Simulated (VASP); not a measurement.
# Os: single point with r2SCAN

The system is Os.

```
Os
1.0
     0.00000    1.94500    1.94500
     2.03253    0.00000    1.94500
     2.03253    1.94500    0.00000
Os
1
Direct
  0.00000 0.00000 0.00000
```

This cell differs from its parent crystal: strain +0.0450 x Voigt [1, 0, 0, 0, 0, 0].

```yaml
Program: VASP 6.6.1
Task: single point
Functional: r2SCAN
Potentials_or_basis: VASP PAW PBE potentials, release 64 (Os)
Cutoff: 520 eV
k_mesh: 20 × 20 × 20
Occupations: gaussian, width 0.15 eV
Spin: no spin polarisation
```

The pressure is -29.5 GPa. The band gap on the k mesh is zero (band 4 reaches 10.27 eV, above the bottom of band 5 at 6.32 eV).

Stress tensor (GPa, compression positive):
```
-37.72   0.00   0.00
  0.00 -25.47   0.00
  0.00   0.00 -25.47
```

Levels at points of the mesh, in eV from the Fermi level:
```csv
k point,band 1,band 2,band 3,band 4,band 5,band 6,band 7,band 8
"(0.00, 0.00, 0.00)",-10.47,-3.14,-2.51,-2.51,-0.43,0.36,14.99,19.65
"(0.50, 0.00, 0.00)",-7.21,-3.18,-2.57,-0.21,2.00,2.29,8.28,14.48
"(0.50, 0.50, 0.00)",-6.95,-6.31,2.03,2.48,2.51,3.07,11.75,11.79
"(0.00, 0.50, 0.50)",-7.02,-6.30,1.59,2.13,2.74,2.74,10.62,12.79
```

It took 2.2 min on 1 thread of Intel(R) Xeon(R) 6975P-C (Granite Rapids), with other jobs on the host, peak memory 0.22 GiB.

Caveat: the cell differs from its parent crystal (strain +0.0450 x Voigt [1, 0, 0, 0, 0, 0]); the PAW data sets were made with another functional, which shifts forces and pressure a little; spin-orbit coupling is left out, which moves the levels of the heavy elements.
